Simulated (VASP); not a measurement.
# C (Fmmm) in VASP: notebook

Aim: see how the results for C move with the level of theory and the settings. Levels: LDA, PBEsol+D3(BJ), PBEsol. Tasks: single point, relaxation of cell and atoms.

Everything below comes from runs of VASP 6.6.1. Logs are shortened: lines on timing, memory, paths and dates and some standing lists are left out, and cuts for length are marked.

## (1) The cell of the first run

It takes space group Fmmm (No. 69, orthorhombic). The conventional cell has a = 2.446 Å, b = 4.233 Å, c = 6.713 Å, α = 90.00°, β = 90.00°, γ = 90.00°. Within 1.9 Å of C (site symmetry m2m) lie 3 C at 1.41 Å.

## (2) Single point, LDA

The input, INCAR:

```
SYSTEM = C
  ALGO = Normal
  EDIFF = 1E-6
  ENCUT = 520
  ISIF = 2
  ISMEAR = 0
  LASPH = .True.
  LCHARG = .True.
  LELF = .True.
  LREAL = .False.
  LVHAR = .True.
  LWAVE = .False.
  NBANDS = 11
  NELM = 60
  PREC = Accurate
  SIGMA = 0.05
```

The input, KPOINTS:

```
k-points
0
Gamma
  15 15 15
  0 0 0
```

The input, POSCAR:

```
C
1.0
    0.0000000000      2.1166093882      3.3566419355
    1.2229095671      0.0000000000      3.3566419355
    1.2229095671      2.1166093882      0.0000000000
C
2
Direct
    0.1666950489      0.8333049511      0.1666950489
    0.8333049511      0.1666950489      0.8333049511
```

Potentials or basis: VASP PAW LDA potentials, release 64 (C).

Started as:

```bash
> cat potpaw_LDA.64/C/POTCAR > POTCAR
> mpirun -np 1 vasp_std > vasp.out
```

OUTCAR:

```text
SYSTEM = C
   EDIFF = 1E-6
   ENCUT = 520
   ISIF = 2
   ISMEAR = 0
   LASPH = .True.
   LREAL = .False.
   NELM = 60
   PREC = Accurate

 ion  position               nearest neighbor table
   1  0.167  0.833  0.167-   2 1.41   2 1.41   2 1.41
   2  0.833  0.167  0.833-   1 1.41   1 1.41   1 1.41

  LATTYP: Found a face centered orthorhombic cell.
 ALAT       =     2.4458191342
 B/A-ratio  =     1.7307979634
 C/A-ratio  =     2.7447998003

  Lattice vectors:

 A1 = (   0.0000000000,   2.1166093882,   3.3566419355)
 A2 = (   1.2229095671,   0.0000000000,   3.3566419355)
 A3 = (   1.2229095671,   2.1166093882,   0.0000000000)

Analysis of symmetry for initial positions (statically):
=====================================================================
 Subroutine PRICEL returns:
 Original cell was already a primitive cell.

 Routine SETGRP: Setting up the symmetry group for a
 face centered orthorhombic supercell.

 Subroutine GETGRP returns: Found  8 space group operations
 (whereof  8 operations were pure point group operations)
 out of a pool of  8 trial point group operations.

The static configuration has the point symmetry D_2h.

Analysis of symmetry for dynamics (positions and initial velocities):
=====================================================================
 Subroutine PRICEL returns:
 Original cell was already a primitive cell.

 Routine SETGRP: Setting up the symmetry group for a
 face centered orthorhombic supercell.

 Subroutine GETGRP returns: Found  8 space group operations
 (whereof  8 operations were pure point group operations)
 out of a pool of  8 trial point group operations.

The dynamic configuration has the point symmetry D_2h.

 Subroutine INISYM returns: Found  8 space group operations
 (whereof  8 operations are pure point group operations),
 and found     1 'primitive' translations

----------------------------------------------------------------------------------------

                                     Primitive cell

  volume of cell :      17.3768

  direct lattice vectors                    reciprocal lattice vectors
     0.000000000  2.116609388  3.356641935    -0.408860977  0.236226865  0.148958396
     1.222909567  0.000000000  3.356641935     0.408860977 -0.236226865  0.148958396
     1.222909567  2.116609388  0.000000000     0.408860977  0.236226865 -0.148958396

  length of vectors
     3.968259113  3.572471538  2.444492404     0.495135369  0.495135369  0.495135369

  position of ions in fractional coordinates (direct lattice)
     0.166695049  0.833304951  0.166695049
     0.833304951  0.166695049  0.833304951

  ion indices of the primitive-cell ions
   primitive index   ion index
                 1           1
                 2           2

----------------------------------------------------------------------------------------

 KPOINTS: k-points

Automatic generation of k-mesh.
 Grid dimensions read from file:
 generate k-points for:   15   15   15

 Generating k-lattice:

  Cartesian coordinates                     Fractional coordinates (reciprocal lattice)
    -0.027257398  0.015748458  0.009930560     0.066666667  0.000000000  0.000000000
     0.027257398 -0.015748458  0.009930560    -0.000000000  0.066666667 -0.000000000
     0.027257398  0.015748458 -0.009930560     0.000000000  0.000000000  0.066666667

  Length of vectors
     0.033009025  0.033009025  0.033009025

  Shift w.r.t. Gamma in fractional coordinates (k-lattice)
     0.000000000  0.000000000  0.000000000

 Subroutine IBZKPT returns following result:
 ===========================================

 Found    512 irreducible k-points:

 Following reciprocal coordinates:
            Coordinates               Weight
  0.000000  0.000000  0.000000      1.000000
  0.066667  0.000000  0.000000      8.000000
  0.133333  0.000000  0.000000      8.000000
  0.200000  0.000000  0.000000      8.000000
  0.266667  0.000000  0.000000      8.000000
  0.333333 -0.000000  0.000000      8.000000
[... 16 lines left out ...]
  0.133333  0.133333  0.000000      2.000000
  0.200000  0.133333 -0.000000      8.000000
 [... further k-points ...]
   k-points           NKPTS =    512   k-points in BZ     NKDIM =    512   number of bands    NBANDS=     11
   number of dos      NEDOS =    301   number of ions     NIONS =      2
   total plane-waves  NPLWV =  15120
   dimension x,y,z NGX =    30 NGY =   28 NGZ =   18
   dimension x,y,z NGXF=    60 NGYF=   56 NGZF=   36
   ions per type =               2
   NGX,Y,Z   is equivalent  to a cutoff of  12.57, 13.03, 12.24 a.u.
   NGXF,Y,Z  is equivalent  to a cutoff of  25.14, 26.06, 24.48 a.u.
 SYSTEM =  C
   PREC   = accura    normal or accurate (medium, high low for compatibility)
   ISTART =      0    job   : 0-new  1-cont  2-samecut
   ICHARG =      2    charge: 1-file 2-atom 10-const
   ISPIN  =      1    spin polarized calculation?
   LNONCOLLINEAR =      F non collinear calculations
   LSORBIT =      F    spin-orbit coupling
   LASPH  =      T    aspherical Exc in radial PAW
   ENCUT  =  520.0 eV  38.22 Ry    6.18 a.u.   7.38  6.64  4.55*2*pi/ulx,y,z
   NELM   =     60;   NELMIN=  2; NELMDL= -5     # of ELM steps
   EDIFF  = 0.1E-05   stopping-criterion for ELM
   LREAL  =      F    real-space projection
   EDIFFG = 0.1E-04   stopping-criterion for IOM
   NSW    =      0    number of steps for IOM
   IBRION =     -1    ionic relax: 0-MD 1-quasi-New 2-CG
   NFREE  =      0    steps in history (QN), initial steepest desc. (CG)
   ISIF   =      2    stress and relaxation
   ISYM   =      2    0-nonsym 1-usesym 2-fastsym
   POTIM  = 0.5000    time-step for ionic-motion
   TEBEG  =    0.0;   TEEND  =   0.0 temperature during run
   PSTRESS=    0.0 pullay stress
   NELECT =       8.0000    total number of electrons
   NUPDOWN=      -1.0000    fix difference up-down
   EMIN   =  10.00;   EMAX   =-10.00  energy-range for DOS
   EFERMI =   0.00;   METHOD = LEGACY
   ISMEAR =     0;   SIGMA  =   0.05  broadening in eV -4-tet -1-fermi 0-gaus
   EFERMI_NEDOS =   21; number of points for ismear=-14 and -15
   IALGO  =     38    algorithm
   IMIX   =      4    mixing-type and parameters
     AMIX     =   0.40;   BMIX     =  1.00
     AMIX_MAG =   1.60;   BMIX_MAG =  1.00
  volume/ion in A,a.u.               =       8.69        58.63
  Fermi-wavevector in a.u.,A,eV,Ry     =   1.264100  2.388803 21.741417  1.597949
  Thomas-Fermi vector in A             =   2.397423
   LORBIT       =      0    0 simple, 1 ext, 2 COOP (PROOUT), +10 PAW based schemes
   GGA     = CA    functional components
   LHFCALC =     F    Hartree Fock is set to
   AEXX    =    0.0000 exact exchange contribution
   IVDW    =     0    specifies the selected vdW correction
   LEPSILON=     F    determine dielectric tensor
   LRPA    =     F    only Hartree local field effects (RPA)
 non-spin polarized calculation
 Gauss-broadening in eV      SIGMA  =   0.05
  energy-cutoff  :      520.00
  volume of cell :       17.38
 maximum number of plane-waves:       487
 NGX is ok and might be reduce to    30
   NGX = 15   NGY = 13   NGZ =  9

 number of electron       8.0000000 magnetization

 Free energy of the ion-electron system (eV)
  ---------------------------------------------------
  ext. energy  EPLUGINS =         0.00000000
  ---------------------------------------------------
  free energy    TOTEN  =       -20.21986218 eV

  energy without entropy =      -20.21982440  energy(sigma->0) =      -20.21984329

 E-fermi :   4.7097     XC(G=0): -10.7991

 val. band max:        4.6689943012   @ k =  -0.2667   0.0667   0.3333
 cond. band min:       4.7618778212   @ k =  -0.2000   0.1333   0.3333
 fundamental gap:      0.0928835201
 Fermi energy:         4.7097454101

 k-point     1 :       0.0000    0.0000    0.0000
  band No.  band energies     occupation
      1     -14.9287      2.00000
      2      -2.0090      2.00000
      3       1.7097      2.00000
      4       1.7238      2.00000
      5       8.4819      0.00000
      6      13.1503      0.00000
      7      13.2129      0.00000
      8      16.2931      0.00000
      9      18.1805      0.00000
     10      27.3265      0.00000
     11      29.9735      0.00000

 k-point     2 :       0.0667    0.0000    0.0000
  band No.  band energies     occupation
      1     -14.8185      2.00000
      2      -1.9138      2.00000
      3       1.3064      2.00000
      4       1.4860      2.00000
      5       8.6674      0.00000
      6      13.2518      0.00000
      7      13.6278      0.00000
      8      15.8979      0.00000
      9      18.3564      0.00000
     10      27.6755      0.00000
     11      29.0063      0.00000

 k-point     3 :       0.1333    0.0000    0.0000
  band No.  band energies     occupation
      1     -14.4889      2.00000
      2      -1.6267      2.00000
      3       0.2005      2.00000
      4       0.9101      2.00000
      5       9.2196      0.00000
      6      13.3054      0.00000
      7      14.7938      0.00000
      8      14.8973      0.00000
      9      18.9259      0.00000
     10      26.8395      0.00000
     11      28.6296      0.00000

 k-point     4 :       0.2000    0.0000    0.0000
  band No.  band energies     occupation
      1     -13.9432      2.00000
      2      -1.3290      2.00000
      3      -1.1448      2.00000
      4       0.1912      2.00000
      5      10.1181      0.00000
      6      13.1890      0.00000
      7      13.2439      0.00000
      8      16.7238      0.00000
      9      19.8670      0.00000
     10      24.8145      0.00000
     11      29.2160      0.00000

 k-point     5 :       0.2667    0.0000    0.0000
  band No.  band energies     occupation
      1     -13.1873      2.00000
      2      -3.0539      2.00000
      3      -0.5092      2.00000
      4      -0.4674      2.00000
      5      11.1061      0.00000
      6      11.5905      0.00000
      7      13.0303      0.00000
      8      18.9042      0.00000
      9      20.9187      0.00000
     10      23.2684      0.00000
     11      28.2063      0.00000
[... 211 lines left out ...]
 k-point    21 :      -0.1333    0.0667    0.0000
  band No.  band energies     occupation
      1     -13.9669      2.00000
      2      -1.3221      2.00000
      3      -0.9444      2.00000
      4       0.1912      2.00000
      5       9.7063      0.00000
      6      13.1644      0.00000
      7      13.2205      0.00000
      8      16.7240      0.00000
      9      19.9134      0.00000
     10      24.7053      0.00000
     11      29.3609      0.00000

 k-point    22 :      -0.0667    0.0667   -0.0000
  band No.  band energies     occupation
      1     -14.5014      2.00000
      2      -1.5191      2.00000
      3       0.2028      2.00000
      4       0.9101      2.00000
      5       9.0018      0.00000
      6      13.3073      0.00000
      7      14.7865      0.00000
      8      14.8901      0.00000
      9      18.9381      0.00000
     10      26.8265      0.00000
     11      28.6305      0.00000

 k-point    23 :       0.1333    0.1333    0.0000
  band No.  band energies     occupation
      1     -14.8792      2.00000
      2      -2.4140      2.00000
      3       1.7117      2.00000
      4       1.7179      2.00000
      5       9.3345      0.00000
      6      13.1553      0.00000
      7      13.1952      0.00000
      8      16.3193      0.00000
      9      18.1551      0.00000
     10      27.2515      0.00000
     11      29.1383      0.00000

 k-point    24 :       0.2000    0.1333   -0.0000
  band No.  band energies     occupation
      1     -14.7470      2.00000
      2      -2.4808      2.00000
      3       1.2989      2.00000
      4       1.4858      2.00000
      5       9.8987      0.00000
      6      13.2390      0.00000
      7      13.6247      0.00000
      8      15.9466      0.00000
      9      18.3133      0.00000
     10      27.5102      0.00000
     11      28.3552      0.00000

 [... further k-points ...]
[... 5 lines left out ...]
  --------------------------------------------------------------------------------------
  -------------------------------------------------------------------------------------
  Total        0.1353270      0.1350780     -0.0123480     -0.0000000      0.0000000      0.0000000
  in kB       12.4774206     12.4544663     -1.1385072     -0.0000000      0.0000000      0.0000000
  external PRESSURE =       7.9311266 kB  Pullay stress =       0.0000000 kB

 VOLUME and BASIS-vectors are now :
 -----------------------------------------------------------------------------
  energy-cutoff  :      520.00
  volume of cell :       17.38
      direct lattice vectors                 reciprocal lattice vectors
     0.000000000  2.116609388  3.356641935    -0.408860977  0.236226865  0.148958396
     1.222909567  0.000000000  3.356641935     0.408860977 -0.236226865  0.148958396
     1.222909567  2.116609388  0.000000000     0.408860977  0.236226865 -0.148958396

 POSITION                                       TOTAL-FORCE (eV/Angst)
 -----------------------------------------------------------------------------------
      1.22291      0.70566      3.35664         0.000000     -0.001781      0.000000
      1.22291      3.52756      3.35664         0.000000      0.001781      0.000000
 -----------------------------------------------------------------------------------
    total drift:                                0.000000      0.000000      0.000000

  FREE ENERGIE OF THE ION-ELECTRON SYSTEM (eV)
  ---------------------------------------------------
  free  energy   TOTEN  =       -20.2198621796 eV

  energy  without entropy=      -20.2198244009  energy(sigma->0) =      -20.21984329
```

It took 49 s on 1 thread of AMD EPYC 9R45 (Zen 5), shared host; peak memory 0.15 GiB.

What came out:

* Free energy: -20.2199 eV
* Pressure: 0.8 GPa

## (3) Single point, PBEsol+D3(BJ)

The input, INCAR:

```
SYSTEM = C
PREC = Accurate ; ENCUT = 520
EDIFF = 1E-6 ; ISMEAR = 0
SIGMA = 0.05 ; LREAL = .False.
LASPH = .True. ; NELM = 80
ALGO = Normal ; ISIF = 2
LWAVE = .False. ; LCHARG = .False.
GGA = PS ; IVDW = 12
NBANDS = 11
```

The input, KPOINTS:

```
regular mesh
0
Gamma
  15 15 15
  0 0 0
```

The input, POSCAR:

```
C
1.0
    0.0000000000      2.1280569760      3.3199956982
    1.2296004268      0.0000000000      3.3199956982
    1.2296004268      2.1280569760      0.0000000000
C
2
Direct
    0.1666911380      0.8333088620      0.1666911380
    0.8333088620      0.1666911380      0.8333088620
```

Potentials or basis: VASP PAW PBE potentials, release 64 (C).

Started as:

```bash
> cat potpaw_PBE.64/C/POTCAR > POTCAR
> mpirun -np 1 vasp_std > vasp.out
```

It took 45 s on 1 thread of AMD EPYC 9R45 (Zen 5), shared host; peak memory 0.18 GiB.

Results (log left out):

* Free energy: -19.5019 eV
* Pressure: 0.7 GPa
* Dispersion energy per atom: -0.111 eV

Stress tensor (GPa, compression positive):
```
 1.04  0.00  0.00
 0.00  1.04  0.00
 0.00  0.00 -0.09
```

Caveat: the PAW data sets were made with another functional, which shifts forces and pressure a little.

## (4) Single point, PBEsol

This run uses another cell than the first one, of 9.54 Å³/atom.

The input, INCAR:

```
SYSTEM = C
ALGO = Normal ; EDIFF = 1E-7
ENCUT = 520 ; GGA = PS
ISIF = 2 ; ISMEAR = 0
LASPH = .True. ; LCHARG = .False.
LREAL = .False. ; LWAVE = .False.
NBANDS = 11 ; NELM = 100
PREC = Accurate ; SIGMA = 0.05
```

The input, KPOINTS:

```
k-points
0
Gamma
  15 15 15
  0 0 0
```

The input, POSCAR:

```
C
1.0
    0.0000000000      2.1291221771      3.6421610105
    1.2296682325      0.0000000000      3.6421610105
    1.2296682325      2.1291221771      0.0000000000
C
2
Direct
    0.1666768466      0.8333231534      0.1666768466
    0.8333231534      0.1666768466      0.8333231534
```

Started as:

```bash
> cat potpaw_PBE.64/C/POTCAR > POTCAR
> mpirun -np 1 vasp_std > vasp.out
```

Run time: 54 s. Hardware: 1 thread of AMD EPYC 9R45 (Zen 5), shared host; peak memory 0.17 GiB.

The run converged. Its results:

```
Free energy : -19.2879 eV
Pressure    : 0.6 GPa
```

Stress tensor (GPa, compression positive):
```
 0.96  0.00  0.00
 0.00  0.96  0.00
 0.00  0.00 -0.02
```

Caveat: this functional lacks dispersion, which binds the layers, so the pressure and a relaxed spacing across them are unreliable; the PAW data sets were made with another functional, which shifts forces and pressure a little.

## (5) Relaxation of cell and atoms, LDA

This run uses another cell than the first one, of 8.74 Å³/atom.

The input, INCAR:

```
SYSTEM = C
ALGO = Normal ; EDIFF = 1E-6
EDIFFG = -0.01 ; ENCUT = 600
IBRION = 2 ; ISIF = 3
ISMEAR = 0 ; LASPH = .True.
LCHARG = .False. ; LREAL = .False.
LWAVE = .False. ; NELM = 100
NSW = 80 ; PREC = Accurate
SIGMA = 0.05
```

KPOINTS is that of step 4.

The input, POSCAR:

```
C
1.0
    0.0000000000      2.1270000000      3.3480000000
    1.2280000000      0.0000000000      3.3480000000
    1.2280000000      2.1270000000      0.0000000000
C
2
Direct
    0.1666700000      0.8333300000      0.1666700000
    0.8333300000      0.1666700000      0.8333300000
```

Potentials or basis: VASP PAW LDA potentials, release 64 (C).

Started as:

```bash
> cat potpaw_LDA.64/C/POTCAR > POTCAR
> mpirun -np 1 vasp_std > vasp.out
```

Wall time 4 min (1 thread of AMD EPYC 9R45 (Zen 5), shared host); peak memory 0.15 GiB.

The run converged. Its results:

```
Free energy                           : -20.2273 eV
Relaxed volume                        : 8.59 Å³/atom
Relaxed cell                          : a = 3.933 Å, b = 3.533 Å, c = 2.446 Å, α = 80.02°, β = 62.21°, γ = 37.77°
Space group after relaxing (to 0.1 Å) : Fmmm (No. 69)
Energy gained by relaxing             : 1.2 meV/atom
Ionic steps                           : 14
Pressure after relaxing               : 0.0 GPa
Largest force after relaxing          : 0.004 eV/Å
```

Forces in eV/Å, atoms in the order of the input:
```
C    0.000 -0.004  0.000
C    0.000  0.004  0.000
```

Stress tensor (GPa, compression positive):
```
-0.08  0.00  0.00
 0.00  0.00  0.00
 0.00  0.00  0.02
```

The path:
```csv
step,energy change (eV),largest force (eV/Å),pressure (GPa),volume (Å³)
1,0.0000,0.0006,-3.50,17.49
2,0.0107,0.0242,8.44,17.01
3,-0.0023,0.0068,-0.13,17.35
4,-0.0023,0.0065,-0.06,17.34
5,-0.0023,0.0186,-0.04,17.33
6,-0.0023,0.0281,-0.05,17.33
7,-0.0023,0.0235,-0.06,17.32
8,-0.0023,0.0095,-0.08,17.31
9,-0.0023,0.0185,-0.12,17.29
10,-0.0024,0.0177,-0.14,17.29
11,-0.0024,0.0158,-0.13,17.27
12,-0.0024,0.0119,-0.12,17.24
13,-0.0024,0.0041,-0.18,17.18
14,-0.0024,0.0040,-0.02,17.17
```

Final structure:
```xyz
2
Lattice="0.0000 2.1174 3.3139 1.2236 0.0000 3.3139 1.2236 2.1174 0.0000" Properties=species:S:1:pos:R:3 pbc="T T T"
C     1.2236    0.7060    3.3139
C     1.2236    3.5289    3.3139
```

LDA usually gives volumes a few per cent too small. Zero-point motion and thermal expansion aren't in these numbers.

(Part 1 of 2 ends here.)
